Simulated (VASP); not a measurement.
# Mg2BeS3 (P-3m1) in VASP: a series of runs

Runs on Mg2BeS3. Level: PBE. Tasks: single point, relaxation of cell and atoms.

All numbers are computed with VASP 6.6.1; they aren't measurements. Logs are shortened: lines on timing, memory, paths and dates and some standing lists are left out, and cuts for length are marked.

### 1 The cell of the first run

It takes space group P-3m1 (No. 164, trigonal). Conventional cell: a = 3.547 Å, b = 3.547 Å, c = 8.815 Å, α = 90.00°, β = 90.00°, γ = 120.00°. Within 3.8 Å of Mg (site symmetry 3m) lie 6 S at 2.56 to 2.60 Å and 3 Be at 3.52 Å and 9 Mg at 3.55 to 3.70 Å. Be (site symmetry -3m) has 6 S at 2.41 Å within 3.2 Å. S (site symmetry 3m) has 3 Be at 2.41 Å and 3 Mg at 2.60 Å and 3 S at 3.26 Å within 3.3 Å. Within 3.4 Å of S (site symmetry -3m) lie 6 Mg at 2.56 Å.

The cell was generated, and may not be a known phase.

### 2 Single point, PBE

The input, INCAR:

```
SYSTEM = Mg2BeS3
PREC = Accurate ; ENCUT = 600
EDIFF = 1E-6 ; ISMEAR = 0
SIGMA = 0.1 ; LREAL = .False.
LASPH = .True. ; NELM = 120
ALGO = Normal ; ISIF = 2
LWAVE = .False. ; LCHARG = .True.
GGA = PE ; LELF = .True.
LVHAR = .True. ; NBANDS = 21
GGA_COMPAT = .False.
```

The input, KPOINTS:

```
regular mesh
0
Gamma
  6 6 2
  0 0 0
```

The input, POSCAR:

```
Mg2BeS3
1.0
    3.5474265304      0.0000000000      0.0000000000
   -1.7737132652      3.0721614934      0.0000000000
    0.0000000000      0.0000000000      8.8145700293
Mg Be S
2 1 3
Direct
    0.3333333333      0.6666666667      0.6748964273
    0.6666666667      0.3333333333      0.3251035727
    0.0000000000      0.0000000000      0.0000000000
    0.3333333333      0.6666666667      0.1439687352
    0.6666666667      0.3333333333      0.8560312648
    0.0000000000      0.0000000000      0.5000000000
```

Potentials or basis: VASP PAW PBE potentials, release 64 (Mg, Be, S).

Launch:

```console
$ cat potpaw_PBE.64/Mg/POTCAR potpaw_PBE.64/Be/POTCAR potpaw_PBE.64/S/POTCAR > POTCAR
$ mpirun -np 1 vasp_std > vasp.out
```

OUTCAR:

```text
SYSTEM = Mg2BeS3
   PREC = Accurate
   ENCUT = 600
   EDIFF = 1E-6
   ISMEAR = 0
   LREAL = .False.
   LASPH = .True.
   NELM = 120
   ISIF = 2
   GGA = PE

 ion  position               nearest neighbor table
   1  0.333  0.667  0.675-   6 2.56   6 2.56   6 2.56   5 2.60   5 2.60   5 2.60
   2  0.667  0.333  0.325-   6 2.56   6 2.56   6 2.56   4 2.60   4 2.60   4 2.60
   3  0.000  0.000  0.000-   4 2.41   5 2.41   5 2.41   4 2.41   5 2.41   4 2.41
   4  0.333  0.667  0.144-   3 2.41   3 2.41   3 2.41   2 2.60   2 2.60   2 2.60
   5  0.667  0.333  0.856-   3 2.41   3 2.41   3 2.41   1 2.60   1 2.60   1 2.60
   6  0.000  0.000  0.500-   1 2.56   2 2.56   2 2.56   1 2.56   2 2.56   1 2.56

  LATTYP: Found a hexagonal cell.
 ALAT       =     3.5474265304
 C/A-ratio  =     2.4847787414

  Lattice vectors:

 A1 = (   3.5474265304,   0.0000000000,   0.0000000000)
 A2 = (  -1.7737132652,   3.0721614934,   0.0000000000)
 A3 = (   0.0000000000,   0.0000000000,   8.8145700293)

Analysis of symmetry for initial positions (statically):
=====================================================================
 Subroutine PRICEL returns:
 Original cell was already a primitive cell.

 Routine SETGRP: Setting up the symmetry group for a
 hexagonal supercell.

 Subroutine GETGRP returns: Found 12 space group operations
 (whereof 12 operations were pure point group operations)
 out of a pool of 24 trial point group operations.

The static configuration has the point symmetry D_3d.

Analysis of symmetry for dynamics (positions and initial velocities):
=====================================================================
 Subroutine PRICEL returns:
 Original cell was already a primitive cell.

 Routine SETGRP: Setting up the symmetry group for a
 hexagonal supercell.

 Subroutine GETGRP returns: Found 12 space group operations
 (whereof 12 operations were pure point group operations)
 out of a pool of 24 trial point group operations.

The dynamic configuration has the point symmetry D_3d.

 Subroutine INISYM returns: Found 12 space group operations
 (whereof 12 operations are pure point group operations),
 and found     1 'primitive' translations

----------------------------------------------------------------------------------------

                                     Primitive cell

  volume of cell :      96.0635

  direct lattice vectors                    reciprocal lattice vectors
     3.547426530  0.000000000  0.000000000     0.281894492  0.162751861  0.000000000
    -1.773713265  3.072161493  0.000000000     0.000000000  0.325503722  0.000000000
     0.000000000  0.000000000  8.814570029     0.000000000  0.000000000  0.113448529

  length of vectors
     3.547426530  3.547426530  8.814570029     0.325503722  0.325503722  0.113448529

  position of ions in fractional coordinates (direct lattice)
     0.333333333  0.666666667  0.674896427
     0.666666667  0.333333333  0.325103573
     0.000000000  0.000000000  0.000000000
     0.333333333  0.666666667  0.143968735
     0.666666667  0.333333333  0.856031265
     0.000000000  0.000000000  0.500000000

  ion indices of the primitive-cell ions
   primitive index   ion index
                 1           1
                 2           2
                 3           3
                 4           4
                 5           5
                 6           6

----------------------------------------------------------------------------------------

 KPOINTS: regular mesh

Automatic generation of k-mesh.
 Grid dimensions read from file:
 generate k-points for:    6    6    2

 Generating k-lattice:

  Cartesian coordinates                     Fractional coordinates (reciprocal lattice)
     0.046982415  0.027125310  0.000000000     0.166666667  0.000000000  0.000000000
     0.000000000  0.054250620  0.000000000     0.000000000  0.166666667  0.000000000
     0.000000000  0.000000000  0.056724264     0.000000000  0.000000000  0.500000000

  Length of vectors
     0.054250620  0.054250620  0.056724264

  Shift w.r.t. Gamma in fractional coordinates (k-lattice)
     0.000000000  0.000000000  0.000000000

 Subroutine IBZKPT returns following result:
 ===========================================

 Found     14 irreducible k-points:

 Following reciprocal coordinates:
            Coordinates               Weight
  0.000000  0.000000  0.000000      1.000000
  0.166667  0.000000  0.000000      6.000000
  0.333333  0.000000  0.000000      6.000000
  0.500000 -0.000000  0.000000      3.000000
  0.166667  0.166667  0.000000      6.000000
  0.333333  0.166667  0.000000     12.000000
  0.333333  0.333333  0.000000      2.000000
  0.000000  0.000000  0.500000      1.000000
  0.166667  0.000000  0.500000      6.000000
  0.333333  0.000000  0.500000      6.000000
  0.500000 -0.000000  0.500000      3.000000
  0.166667  0.166667  0.500000      6.000000
  0.333333  0.166667  0.500000     12.000000
  0.333333  0.333333  0.500000      2.000000
   k-points           NKPTS =     14   k-points in BZ     NKDIM =     14   number of bands    NBANDS=     21
   number of dos      NEDOS =    301   number of ions     NIONS =      6
   total plane-waves  NPLWV =  54880
   dimension x,y,z NGX =    28 NGY =   28 NGZ =   70
   dimension x,y,z NGXF=    56 NGYF=   56 NGZF=  140
   ions per type =               2   1   3
   NGX,Y,Z   is equivalent  to a cutoff of  13.12, 13.12, 13.20 a.u.
   NGXF,Y,Z  is equivalent  to a cutoff of  26.24, 26.24, 26.40 a.u.
 SYSTEM =  Mg2BeS3
   PREC   = accura    normal or accurate (medium, high low for compatibility)
   ISTART =      0    job   : 0-new  1-cont  2-samecut
   ICHARG =      2    charge: 1-file 2-atom 10-const
   ISPIN  =      1    spin polarized calculation?
   LNONCOLLINEAR =      F non collinear calculations
   LSORBIT =      F    spin-orbit coupling
   LASPH  =      T    aspherical Exc in radial PAW
   ENCUT  =  600.0 eV  44.10 Ry    6.64 a.u.   7.09  7.09 17.60*2*pi/ulx,y,z
   NELM   =    120;   NELMIN=  2; NELMDL= -5     # of ELM steps
   EDIFF  = 0.1E-05   stopping-criterion for ELM
   LREAL  =      F    real-space projection
   EDIFFG = 0.1E-04   stopping-criterion for IOM
   NSW    =      0    number of steps for IOM
   IBRION =     -1    ionic relax: 0-MD 1-quasi-New 2-CG
   NFREE  =      0    steps in history (QN), initial steepest desc. (CG)
   ISIF   =      2    stress and relaxation
   ISYM   =      2    0-nonsym 1-usesym 2-fastsym
   POTIM  = 0.5000    time-step for ionic-motion
   TEBEG  =    0.0;   TEEND  =   0.0 temperature during run
   PSTRESS=    0.0 pullay stress
   NELECT =      24.0000    total number of electrons
   NUPDOWN=      -1.0000    fix difference up-down
   EMIN   =  10.00;   EMAX   =-10.00  energy-range for DOS
   EFERMI =   0.00;   METHOD = LEGACY
   ISMEAR =     0;   SIGMA  =   0.10  broadening in eV -4-tet -1-fermi 0-gaus
   EFERMI_NEDOS =   21; number of points for ismear=-14 and -15
   IALGO  =     38    algorithm
   IMIX   =      4    mixing-type and parameters
     AMIX     =   0.40;   BMIX     =  1.00
     AMIX_MAG =   1.60;   BMIX_MAG =  1.00
  volume/ion in A,a.u.               =      16.01       108.04
  Fermi-wavevector in a.u.,A,eV,Ry     =   1.031080  1.948459 14.464708  1.063126
  Thomas-Fermi vector in A             =   2.165210
   LORBIT       =      0    0 simple, 1 ext, 2 COOP (PROOUT), +10 PAW based schemes
   GGA     = PE    functional components
   LHFCALC =     F    Hartree Fock is set to
   AEXX    =    0.0000 exact exchange contribution
   IVDW    =     0    specifies the selected vdW correction
   LEPSILON=     F    determine dielectric tensor
   LRPA    =     F    only Hartree local field effects (RPA)
 non-spin polarized calculation
 Gauss-broadening in eV      SIGMA  =   0.10
  energy-cutoff  :      600.00
  volume of cell :       96.06
 maximum number of plane-waves:      3228
   NGX = 15   NGY = 15   NGZ = 35

 number of electron      23.9999999 magnetization

 Free energy of the ion-electron system (eV)
  ---------------------------------------------------
  ext. energy  EPLUGINS =         0.00000000
  ---------------------------------------------------
  free energy    TOTEN  =       -25.58359786 eV

  energy without entropy =      -25.58359786  energy(sigma->0) =      -25.58359786

 E-fermi :   4.8561     XC(G=0):  -9.9181

 val. band max:        4.3845277584   @ k =   0.1667   0.0000   0.5000
 cond. band min:       6.5456857288   @ k =   0.5000  -0.0000   0.0000
 fundamental gap:      2.1611579704
 Fermi energy:         4.8560936388

 k-point     1 :       0.0000    0.0000    0.0000
  band No.  band energies     occupation
      1      -8.9050      2.00000
      2      -7.9837      2.00000
      3      -7.5684      2.00000
      4       0.0230      2.00000
      5       0.1227      2.00000
      6       3.9683      2.00000
[... 13 lines left out ...]
     20      12.1846      0.00000
     21      12.7443      0.00000

 k-point     2 :       0.1667    0.0000    0.0000
  band No.  band energies     occupation
      1      -8.6319      2.00000
      2      -7.7694      2.00000
      3      -7.3652      2.00000
      4       0.1873      2.00000
      5       0.3012      2.00000
      6       2.2864      2.00000
[... 13 lines left out ...]
     20      12.1543      0.00000
     21      12.5127      0.00000

 k-point     3 :       0.3333    0.0000    0.0000
  band No.  band energies     occupation
      1      -7.9206      2.00000
      2      -7.2843      2.00000
      3      -6.9399      2.00000
      4      -0.2535      2.00000
      5       0.0751      2.00000
      6       0.6941      2.00000
[... 13 lines left out ...]
     20      12.6434      0.00000
     21      12.6576      0.00000
[... 217 lines left out ...]
 k-point    13 :       0.3333    0.1667    0.5000
  band No.  band energies     occupation
      1      -7.3412      2.00000
      2      -7.1259      2.00000
      3      -6.7241      2.00000
      4      -0.6344      2.00000
      5       0.0756      2.00000
      6       0.2777      2.00000
[... 13 lines left out ...]
     20      12.0791      0.00000
     21      12.4355      0.00000

 k-point    14 :       0.3333    0.3333    0.5000
  band No.  band energies     occupation
      1      -6.9051      2.00000
      2      -6.8869      2.00000
      3      -6.8869      2.00000
      4      -0.4033      2.00000
      5      -0.0023      2.00000
      6      -0.0023      2.00000
[... 13 lines left out ...]
     20      12.9065      0.00000
     21      13.3444      0.00000

------------------------ aborting loop because EDIFF is reached ----------------------------------------

  FORCE on cell =-STRESS in cart. coord.  units (eV):
  Direction    XX          YY          ZZ          XY          YZ          ZX
  --------------------------------------------------------------------------------------
  -------------------------------------------------------------------------------------
  Total       -0.0962419     -0.0962419     -0.3636325     -0.0000000      0.0000000      0.0000000
  in kB       -1.6051520     -1.6051520     -6.0647749     -0.0000000      0.0000000      0.0000000
  external PRESSURE =      -3.0916930 kB  Pullay stress =       0.0000000 kB

 VOLUME and BASIS-vectors are now :
 -----------------------------------------------------------------------------
  energy-cutoff  :      600.00
  volume of cell :       96.06
      direct lattice vectors                 reciprocal lattice vectors
     3.547426530  0.000000000  0.000000000     0.281894492  0.162751861  0.000000000
    -1.773713265  3.072161493  0.000000000     0.000000000  0.325503722  0.000000000
     0.000000000  0.000000000  8.814570029     0.000000000  0.000000000  0.113448529

 POSITION                                       TOTAL-FORCE (eV/Angst)
 -----------------------------------------------------------------------------------
     -0.00000      2.04811      5.94892        -0.000000     -0.000000      0.005902
      1.77371      1.02405      2.86565         0.000000      0.000000     -0.005902
      0.00000      0.00000      0.00000         0.000000     -0.000000     -0.000000
     -0.00000      2.04811      1.26902        -0.000000      0.000000      0.002188
      1.77371      1.02405      7.54555         0.000000     -0.000000     -0.002188
      0.00000      0.00000      4.40729         0.000000     -0.000000     -0.000000
 -----------------------------------------------------------------------------------
    total drift:                               -0.000000      0.000000      0.000000

  FREE ENERGIE OF THE ION-ELECTRON SYSTEM (eV)
  ---------------------------------------------------
  free  energy   TOTEN  =       -25.5835978556 eV

  energy  without entropy=      -25.5835978556  energy(sigma->0) =      -25.58359786
```

It took 49 s on 1 thread of Oxide Virtual Turin-like, shared host; peak memory 0.2 GiB.

Results:

* Free energy: -25.5836 eV
* Pressure: -0.3 GPa
* Largest force: 0.006 eV/Å
* Band gap on the k mesh: 2.16 eV (least direct gap 2.77 eV)

Forces in eV/Å, atoms in the order of the input:
```
Mg   0.000  0.000  0.006
Mg   0.000  0.000 -0.006
Be   0.000  0.000  0.000
S    0.000  0.000  0.002
S    0.000  0.000 -0.002
S    0.000  0.000  0.000
```

Levels at points of the mesh, in eV from the valence-band top:
```csv
k point,band 9,band 10,band 11,band 12,band 13,band 14,band 15,band 16
"(0.00, 0.00, 0.00)",-0.38,-0.05,-0.05,-0.02,3.85,4.22,5.12,5.34
"(0.50, 0.00, 0.00)",-2.01,-1.39,-1.17,-0.61,2.16,4.30,4.50,4.87
"(0.00, 0.00, 0.50)",-0.24,-0.24,-0.12,-0.12,4.14,4.96,5.12,5.30
"(0.50, 0.00, 0.50)",-2.16,-1.37,-0.53,-0.42,2.84,3.45,4.37,5.38
```

A k mesh can miss the band edges.

### 3 Single point, PBE

This run uses another cell than the first one, of 19.09 Å³/atom.

The input, INCAR:

```
SYSTEM = Mg2BeS3
ALGO = Normal ; EDIFF = 1E-6
ENCUT = 600 ; GGA = PE
GGA_COMPAT = .False. ; ISIF = 2
ISMEAR = 0 ; LASPH = .True.
LCHARG = .False. ; LREAL = .False.
LWAVE = .False. ; NBANDS = 21
NELM = 120 ; PREC = Accurate
SIGMA = 0.1
```

The input, KPOINTS:

```
k-points
0
Gamma
  6 6 2
  0 0 0
```

The input, POSCAR:

```
Mg2BeS3
1.0
    3.7710593200      0.0000000000      0.0000000000
   -1.8855296600      3.2658331700      0.0000000000
    0.0000000000      0.0000000000      9.3026892500
Mg Be S
2 1 3
Direct
    0.3333333300      0.6666666700      0.6686666600
    0.6666666700      0.3333333300      0.3313333400
    0.0000000000      0.0000000000      0.0000000000
    0.3333333300      0.6666666700      0.1657571800
    0.6666666700      0.3333333300      0.8342428200
    0.0000000000      0.0000000000      0.5000000000
```

Potentials or basis: VASP PAW PBE potentials, release 64 (Mg, Be, S).

Launch:

```console
$ cat potpaw_PBE.64/Mg/POTCAR potpaw_PBE.64/Be/POTCAR potpaw_PBE.64/S/POTCAR > POTCAR
$ mpirun -np 1 vasp_std > vasp.out
```

OUTCAR:

```text
SYSTEM = Mg2BeS3
   EDIFF = 1E-6
   ENCUT = 600
   GGA = PE
   ISIF = 2
   ISMEAR = 0
   LASPH = .True.
   LREAL = .False.
   NELM = 120
   PREC = Accurate

 ion  position               nearest neighbor table
   1  0.333  0.667  0.669-   5 2.67   5 2.67   5 2.67   6 2.68   6 2.68   6 2.68
   2  0.667  0.333  0.331-   4 2.67   4 2.67   4 2.67   6 2.68   6 2.68   6 2.68
   3  0.000  0.000  0.000-
   4  0.333  0.667  0.166-   2 2.67   2 2.67   2 2.67
   5  0.667  0.333  0.834-   1 2.67   1 2.67   1 2.67
   6  0.000  0.000  0.500-   1 2.68   2 2.68   1 2.68   2 2.68   2 2.68   1 2.68

  LATTYP: Found a hexagonal cell.
 ALAT       =     3.7710593200
 C/A-ratio  =     2.4668636743

  Lattice vectors:

 A1 = (   3.7710593200,   0.0000000000,   0.0000000000)
 A2 = (  -1.8855296600,   3.2658331700,   0.0000000000)
 A3 = (   0.0000000000,   0.0000000000,   9.3026892500)

Analysis of symmetry for initial positions (statically):
=====================================================================
 Subroutine PRICEL returns:
[... 171 lines left out ...]
 cond. band min:       4.5005315839   @ k =   0.5000   0.0000   0.0000
 fundamental gap:      1.7367850291
 Fermi energy:         3.2336343247

 k-point     1 :       0.0000    0.0000    0.0000
  band No.  band energies     occupation
      1      -9.4305      2.00000
      2      -8.6932      2.00000
      3      -8.6711      2.00000
      4      -0.9041      2.00000
      5      -0.7961      2.00000
      6       2.4022      2.00000
[... 325 lines left out ...]
     20      11.1121      0.00000
     21      11.1132      0.00000

------------------------ aborting loop because EDIFF is reached ----------------------------------------

  FORCE on cell =-STRESS in cart. coord.  units (eV):
  Direction    XX          YY          ZZ          XY          YZ          ZX
  --------------------------------------------------------------------------------------
  -------------------------------------------------------------------------------------
  Total       -6.6573951     -6.6573951     -7.5195305     -0.0000000      0.0000000     -0.0000000
  in kB      -93.0998634    -93.0998634   -105.1563339     -0.0000000      0.0000000     -0.0000000
  external PRESSURE =     -97.1186869 kB  Pullay stress =       0.0000000 kB

 VOLUME and BASIS-vectors are now :
 -----------------------------------------------------------------------------
  energy-cutoff  :      600.00
  volume of cell :      114.57
      direct lattice vectors                 reciprocal lattice vectors
     3.771059320  0.000000000  0.000000000     0.265177478  0.153100288  0.000000000
    -1.885529660  3.265833170  0.000000000     0.000000000  0.306200577  0.000000000
     0.000000000  0.000000000  9.302689250     0.000000000  0.000000000  0.107495798

 POSITION                                       TOTAL-FORCE (eV/Angst)
 -----------------------------------------------------------------------------------
     -0.00000      2.17722      6.22040        -0.000000      0.000000     -0.079408
      1.88553      1.08861      3.08229        -0.000000     -0.000000      0.079408
      0.00000      0.00000      0.00000        -0.000000      0.000000      0.000000
     -0.00000      2.17722      1.54199         0.000000     -0.000000     -1.140759
      1.88553      1.08861      7.76070         0.000000      0.000000      1.140759
      0.00000      0.00000      4.65134        -0.000000      0.000000      0.000000
 -----------------------------------------------------------------------------------
    total drift:                                0.000000      0.000000     -0.000000

  FREE ENERGIE OF THE ION-ELECTRON SYSTEM (eV)
  ---------------------------------------------------
  free  energy   TOTEN  =       -24.6426185200 eV

  energy  without entropy=      -24.6426185200  energy(sigma->0) =      -24.64261852
```

stdout:

```text
POSCAR found type information on POSCAR MgBeS
 POSCAR found :  3 types and       6 ions
 scaLAPACK will be used
 LDA part: xc-table for (Slater+PW92), standard interpolation
 POSCAR, INCAR and KPOINTS ok, starting setup
 FFT: planning ... GRIDC
 FFT: planning ... GRID_SOFT
 FFT: planning ... GRID
 WAVECAR not read
 entering main loop
```

Wall time 63 s (1 thread of Oxide Virtual Turin-like, shared host); peak memory 0.23 GiB.

Results:

```yaml
Free_energy: -24.6426 eV
Pressure: -9.7 GPa
Largest_force: 1.141 eV/Å
Band_gap_on_the_k_mesh: 1.74 eV (least direct gap 2.38 eV)
```

Forces in eV/Å, atoms in the order of the input:
```
Mg   0.000  0.000 -0.079
Mg   0.000  0.000  0.079
Be   0.000  0.000  0.000
S    0.000  0.000 -1.141
S    0.000  0.000  1.141
S    0.000  0.000  0.000
```

Stress tensor (GPa, compression positive):
```
 -9.31   0.00   0.00
  0.00  -9.31   0.00
  0.00   0.00 -10.52
```

Caveat: the cell stands under tension; forces of over 1 eV/Å act on the atoms, so gaps and moduli don't describe the material at rest. A k mesh can miss the band edges.

[end of part 1 of 2]
